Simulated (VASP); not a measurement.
# SnO2 in VASP: notebook

SnO2 is run at these levels: LDA, PBE; tasks: single point, relaxation of the atoms.

Everything below comes from runs of VASP 6.6.1. Logs are shortened: lines on timing, memory, paths and dates and some standing lists are left out, and cuts for length are marked.

### Step 1. The cell of the first run

The structure is trigonal, space group R-3m (No. 166). The conventional cell has a = 3.234 Å, b = 3.234 Å, c = 14.402 Å, α = 90.00°, β = 90.00°, γ = 120.00°. Sn (site symmetry -3m) has 6 O at 2.13 Å within 2.8 Å. O (site symmetry 3m) has 3 Sn at 2.13 Å and 3 O at 2.76 Å within 2.8 Å.

### Step 2. Single point, LDA, non-collinear spin, zero start, spin-orbit coupling

The input, INCAR:

```
SYSTEM = SnO2
PREC = Accurate
ENCUT = 520
EDIFF = 1E-7
ISMEAR = 1
SIGMA = 0.1
LREAL = .False.
LASPH = .True.
NELM = 150
ALGO = Normal
ISIF = 2
LWAVE = .False.
LCHARG = .False.
LNONCOLLINEAR = .True.
MAGMOM = 0 0 0 0 0 0 0 0 0
LORBIT = 11
LSORBIT = .True.
GGA_COMPAT = .False.
LORBMOM = .True.
GGA = CA
NBANDS = 39
```

The input, KPOINTS:

```
Automatic mesh
0
Gamma
  8 8 8
  0 0 0
```

The input, POSCAR:

```
SnO2
1.0
    1.6170930752      0.9336291223      4.8005925840
   -1.6170930752      0.9336291223      4.8005925840
    0.0000000000     -1.8672582446      4.8005925840
Sn O
1 2
Direct
    0.5000000000      0.5000000000      0.5000000000
    0.7628300000      0.7628300000      0.7628300000
    0.2371700000      0.2371700000      0.2371700000
```

Potentials or basis: VASP PAW LDA potentials, release 64 (Sn_d, O).

Command:

```
$ cat potpaw_LDA.64/Sn_d/POTCAR potpaw_LDA.64/O/POTCAR > POTCAR
$ mpirun -np 1 vasp_ncl > vasp.out
```

OUTCAR:

```text
SYSTEM = SnO2
   PREC = Accurate
   ENCUT = 520
   EDIFF = 1E-7
   ISMEAR = 1
   LREAL = .False.
   LASPH = .True.
   NELM = 150
   ISIF = 2
   LNONCOLLINEAR = .True.
   LORBIT = 11
   LSORBIT = .True.
   GGA = CA

 ion  position               nearest neighbor table
   1  0.500  0.500  0.500-   3 2.13   3 2.13   2 2.13   2 2.13   3 2.13   2 2.13
   2  0.763  0.763  0.763-   1 2.13   1 2.13   1 2.13
   3  0.237  0.237  0.237-   1 2.13   1 2.13   1 2.13

  LATTYP: Found a trigonal (rhomboedric) cell.
 ALAT       =     5.1509554948
 COS(alpha) =     0.8028828391

  Lattice vectors:

 A1 = (   1.6170930752,   0.9336291223,   4.8005925840)
 A2 = (  -1.6170930752,   0.9336291223,   4.8005925840)
 A3 = (   0.0000000000,  -1.8672582446,   4.8005925840)

Analysis of symmetry for initial positions (statically):
=====================================================================
 Subroutine PRICEL returns:
 Original cell was already a primitive cell.

 Routine SETGRP: Setting up the symmetry group for a
 trigonal (rhombohedral) supercell.

 Subroutine GETGRP returns: Found 12 space group operations
 (whereof 12 operations were pure point group operations)
 out of a pool of 12 trial point group operations.

The static configuration has the point symmetry D_3d.

Analysis of symmetry for dynamics (positions and initial velocities):
=====================================================================
 Subroutine PRICEL returns:
 Original cell was already a primitive cell.

 Routine SETGRP: Setting up the symmetry group for a
 trigonal (rhombohedral) supercell.

 Subroutine GETGRP returns: Found 12 space group operations
 (whereof 12 operations were pure point group operations)
 out of a pool of 12 trial point group operations.

The dynamic configuration has the point symmetry D_3d.

Analysis of structural, dynamic, and magnetic symmetry:
=====================================================================
 Subroutine PRICEL returns:
 Original cell was already a primitive cell.

 Routine SETGRP: Setting up the symmetry group for a
 trigonal (rhombohedral) supercell.

 Subroutine GETGRP returns: Found 12 space group operations
 (whereof 12 operations were pure point group operations)
 out of a pool of 12 trial point group operations.

The overall configuration has the point symmetry D_3d.

 Subroutine INISYM returns: Found 12 space group operations
 (whereof 12 operations are pure point group operations),
 and found     1 'primitive' translations
[... 1167 lines left out ...]
      0.00000      0.00000      7.20089         0.000000      0.000000     -0.000000
      0.00000      0.00000     10.98611         0.000000      0.000000      0.617349
      0.00000      0.00000      3.41567         0.000000      0.000000     -0.617349
 -----------------------------------------------------------------------------------
    total drift:                                0.000000      0.000000      0.000000

  FREE ENERGIE OF THE ION-ELECTRON SYSTEM (eV)
  ---------------------------------------------------
  free  energy   TOTEN  =       -20.4752060228 eV

  energy  without entropy=      -20.4776304556  energy(sigma->0) =      -20.47601417

 orbital moment (x)

 # of ion     p       d       tot
 ----------------------------------------
  1         0.000  -0.000  -0.000
  2        -0.000   0.000  -0.000
  3        -0.000   0.000  -0.000
 ----------------------------------------
           -0.000  -0.000  -0.000

 orbital moment (y)

 # of ion     p       d       tot
 ----------------------------------------
  1        -0.000   0.000  -0.000
  2         0.000   0.000   0.000
  3         0.000   0.000   0.000
 ----------------------------------------
            0.000   0.000   0.000

 orbital moment (z)

 # of ion     p       d       tot
 ----------------------------------------
  1         0.000   0.000   0.000
  2         0.000   0.000   0.000
  3         0.000   0.000   0.000
 ----------------------------------------
            0.000   0.000   0.000

 Spin-Orbit-Coupling matrix elements

 Ion:    1  E_soc:     -0.0788376
 l=   1
     0.0000000    -0.0070722    -0.0073380
    -0.0070722     0.0000000    -0.0070722
    -0.0073380    -0.0070722     0.0000000
 l=   2
     0.0000000    -0.0011856     0.0000000    -0.0011856    -0.0047607
    -0.0011856     0.0000000    -0.0036281    -0.0011769    -0.0011856
     0.0000000    -0.0036281     0.0000000    -0.0036281     0.0000000
    -0.0011856    -0.0011769    -0.0036281     0.0000000    -0.0011856
    -0.0047607    -0.0011856     0.0000000    -0.0011856     0.0000000
 l=   3
     0.0000000     0.0000000     0.0000000     0.0000000     0.0000000     0.0000000     0.0000000
     0.0000000     0.0000000     0.0000000     0.0000000     0.0000000     0.0000000     0.0000000
     0.0000000     0.0000000     0.0000000     0.0000000     0.0000000     0.0000000     0.0000000
     0.0000000     0.0000000     0.0000000     0.0000000     0.0000000     0.0000000     0.0000000
[... 29 lines left out ...]
 l=   2
     0.0000000     0.0000000     0.0000000     0.0000000     0.0000000
     0.0000000     0.0000000     0.0000000     0.0000000     0.0000000
     0.0000000     0.0000000     0.0000000     0.0000000     0.0000000
     0.0000000     0.0000000     0.0000000     0.0000000     0.0000000
     0.0000000     0.0000000     0.0000000     0.0000000     0.0000000
 l=   3
     0.0000000     0.0000000     0.0000000     0.0000000     0.0000000     0.0000000     0.0000000
     0.0000000     0.0000000     0.0000000     0.0000000     0.0000000     0.0000000     0.0000000
     0.0000000     0.0000000     0.0000000     0.0000000     0.0000000     0.0000000     0.0000000
     0.0000000     0.0000000     0.0000000     0.0000000     0.0000000     0.0000000     0.0000000
     0.0000000     0.0000000     0.0000000     0.0000000     0.0000000     0.0000000     0.0000000
     0.0000000     0.0000000     0.0000000     0.0000000     0.0000000     0.0000000     0.0000000
     0.0000000     0.0000000     0.0000000     0.0000000     0.0000000     0.0000000     0.0000000

 total charge

# of ion       s       p       d       tot
------------------------------------------
    1        0.931   1.044  10.297  12.273
    2        1.566   3.391   0.000   4.958
    3        1.566   3.391   0.000   4.958
--------------------------------------------------
tot          4.064   7.827  10.297  22.188

 magnetization (x)

# of ion       s       p       d       tot
------------------------------------------
    1       -0.000  -0.000   0.000  -0.000
    2        0.000   0.000   0.000   0.000
    3        0.000   0.000   0.000   0.000
--------------------------------------------------
tot          0.000   0.000   0.000   0.000

 magnetization (y)

# of ion       s       p       d       tot
------------------------------------------
    1        0.000   0.000  -0.000  -0.000
    2        0.000   0.000   0.000   0.000
    3        0.000   0.000   0.000   0.000
--------------------------------------------------
tot          0.000   0.000  -0.000  -0.000

 magnetization (z)

# of ion       s       p       d       tot
------------------------------------------
    1        0.000   0.000   0.000   0.000
    2        0.000   0.000   0.000   0.000
    3        0.000   0.000   0.000   0.000
--------------------------------------------------
tot          0.000   0.000   0.000   0.000
```

OSZICAR:

```text
N       E                     dE             d eps       ncg     rms          rms(c)
DAV:   1     0.314033808047E+03    0.31403E+03   -0.12632E+04  5867   0.197E+03
DAV:   2     0.308474815772E+02   -0.28319E+03   -0.26254E+03  5368   0.599E+02
DAV:   3    -0.205120168838E+02   -0.51359E+02   -0.50441E+02  5916   0.192E+02
DAV:   4    -0.232700782440E+02   -0.27581E+01   -0.27506E+01  5712   0.506E+01
DAV:   5    -0.233373302176E+02   -0.67252E-01   -0.67239E-01  5906   0.830E+00    0.104E+01
DAV:   6    -0.205476625038E+02    0.27897E+01   -0.67005E+00  7856   0.612E+01    0.456E+00
DAV:   7    -0.205232155271E+02    0.24447E-01   -0.85556E-01  5360   0.774E+00    0.210E+00
DAV:   8    -0.204812932600E+02    0.41922E-01   -0.10524E-01  5894   0.312E+00    0.508E-01
DAV:   9    -0.204749607856E+02    0.63325E-02   -0.87609E-03  8081   0.189E+00    0.113E-01
DAV:  10    -0.204751787362E+02   -0.21795E-03   -0.23012E-03  5501   0.454E-01    0.834E-02
DAV:  11    -0.204752032310E+02   -0.24495E-04   -0.11172E-04  7646   0.148E-01    0.270E-02
DAV:  12    -0.204752070078E+02   -0.37768E-05   -0.20592E-05  7394   0.893E-02    0.101E-02
DAV:  13    -0.204752060507E+02    0.95702E-06   -0.22056E-06  7303   0.201E-02    0.378E-03
DAV:  14    -0.204752060228E+02    0.27947E-07   -0.77202E-07  6469   0.797E-03
   1 F= -.20475206E+02 E0= -.20476014E+02  d E =0.242443E-02  mag=    -0.0000     0.0000     0.0000
```

stdout:

```text
POSCAR found type information on POSCAR SnO
 POSCAR found :  2 types and       3 ions
 scaLAPACK will be used
 LDA part: xc-table for (Slater(with rela. corr.)+CA(PZ))
 , standard interpolation
 POSCAR, INCAR and KPOINTS ok, starting setup
 FFT: planning ... GRIDC
 FFT: planning ... GRID_SOFT
 FFT: planning ... GRID
 WAVECAR not read
 entering main loop
```

Wall time 9.3 min (1 thread of Intel Xeon Platinum 8259CL at 2.50GHz (Skylake/Cascade Lake), shared host); peak memory 0.44 GiB.

What came out:

| Quantity | Value |
| --- | --- |
| Free energy | -20.4752 eV |
| Pressure | -8.5 GPa |
| Largest force | 0.617 eV/Å |
| Net moment | 0.00 μB per cell |
| Valence electrons inside the program's atomic spheres | Sn 12.27; O 4.96 |

Forces in eV/Å, atoms in the order of the input:
```
Sn   0.000  0.000  0.000
O    0.000  0.000  0.617
O    0.000  0.000 -0.617
```

Stress tensor (GPa, compression positive):
```
-9.13  0.00  0.00
 0.00 -9.13  0.00
 0.00  0.00 -7.15
```

Moments on the atoms (μB; x, y, z):
```
Sn  0.00 0.00 0.00
O   0.00 0.00 0.00
O   0.00 0.00 0.00
```

Caveat: the cell stands under tension.

### Step 3. Relaxation of the atoms, PBE (atoms moved at random)

The input, INCAR:

```
ALGO     = Normal         # electronic algorithm
EDIFF    = 1E-7           # SCF threshold, eV
EDIFFG   = -0.002         # ionic threshold
EFERMI   = MIDGAP       
ENCUT    = 640            # plane-wave cutoff, eV
GGA      = PE             # functional
GGA_COMPAT= F            
IBRION   = 2              # ionic algorithm
ISIF     = 2              # what is computed and relaxed
ISMEAR   = 0              # smearing method
KPAR     = 8            
LASPH    = T              # aspherical terms in the spheres
LCHARG   = F              # write CHGCAR
LREAL    = F              # projectors in reciprocal space
LWAVE    = F              # write WAVECAR
NELM     = 120            # most SCF steps
NELMIN   = 4            
NSW      = 120            # ionic steps
PREC     = Accurate       # precision mode
SIGMA    = 0.03           # smearing width, eV
```

KPOINTS is that of step 2.

The input, POSCAR:

```
SnO2
1.0
    1.6170930752      0.9336291223      4.8005925840
   -1.6170930752      0.9336291223      4.8005925840
    0.0000000000     -1.8672582446      4.8005925840
Sn O
1 2
Direct
    0.5231460000      0.4840750000      0.4915040000
    0.7742960000      0.7293600000      0.7908060000
    0.2200030000      0.2263550000      0.2487130000
```

Potentials or basis: VASP PAW PBE potentials, release 64 (Sn_d, O).

Command:

```
$ cat potpaw_PBE.64/Sn_d/POTCAR potpaw_PBE.64/O/POTCAR > POTCAR
$ mpirun -np 8 vasp_std > vasp.out
```

Wall time 5.1 min (8 MPI ranks of Intel Xeon Platinum 8488C (Sapphire Rapids), shared host); peak memory 0.52 GiB.

It converged, with:

```yaml
Free_energy: -18.2071 eV
Energy_gained_by_relaxing: 44.0 meV/atom
Ionic_steps: 10
Pressure_after_relaxing: 0.3 GPa
Band_gap_on_the_k_mesh: 1.94 eV (least direct gap 2.06 eV)
```

Stress tensor (GPa, compression positive):
```
 0.49  0.00  0.01
 0.00  0.49  0.00
 0.01  0.00 -0.14
```

Step by step:
```tsv
step	energy change (eV)	largest force (eV/Å)	pressure (GPa)
1	0.0000	1.7149	5.37
2	-0.1203	0.5367	1.06
3	-0.1239	0.3870	1.48
4	-0.1312	0.0917	0.57
5	-0.1316	0.0756	0.31
6	-0.1318	0.0232	0.24
7	-0.1318	0.0205	0.25
8	-0.1319	0.0053	0.27
9	-0.1319	0.0057	0.27
10	-0.1319	0.0010	0.28
```

Final structure:
```
Sn O
1.0
     1.61709    0.93363    4.80059
    -1.61709    0.93363    4.80059
     0.00000   -1.86726    4.80059
Sn O
1 2
Direct
  0.50581 0.47994 0.51034
  0.76911 0.74318 0.77363
  0.24253 0.21667 0.24706
```

Levels at points of the mesh, in eV from the valence-band top:
```
           k point  band 10  band 11  band 12  band 13  band 14  band 15  band 16  band 17
(0.00, 0.00, 0.00)    -1.27    -0.90    -0.90    -0.12     1.94     5.73    11.03    11.03
(0.50, 0.00, 0.00)    -2.95    -1.44    -0.58    -0.54     5.33     7.74    10.04    12.36
(0.00, 0.50, 0.00)    -2.95    -1.44    -0.58    -0.54     5.33     7.74    10.04    12.36
(0.00, 0.00, 0.50)    -2.95    -1.44    -0.58    -0.54     5.33     7.74    10.04    12.36
(0.50, 0.50, 0.00)    -3.04    -1.12    -0.45    -0.02     5.08     6.93    10.72    11.30
(0.50, 0.00, 0.50)    -3.04    -1.12    -0.45    -0.02     5.08     6.93    10.72    11.30
(0.00, 0.50, 0.50)    -3.04    -1.12    -0.45    -0.02     5.08     6.93    10.72    11.30
(0.50, 0.50, 0.50)    -1.33    -1.25    -0.85    -0.85     3.17     5.66    11.20    11.20
```

Caveat: the cell differs from its parent crystal (atoms moved at random); spin-orbit coupling is left out, which moves the levels of the heavy elements. A k mesh can miss the band edges.
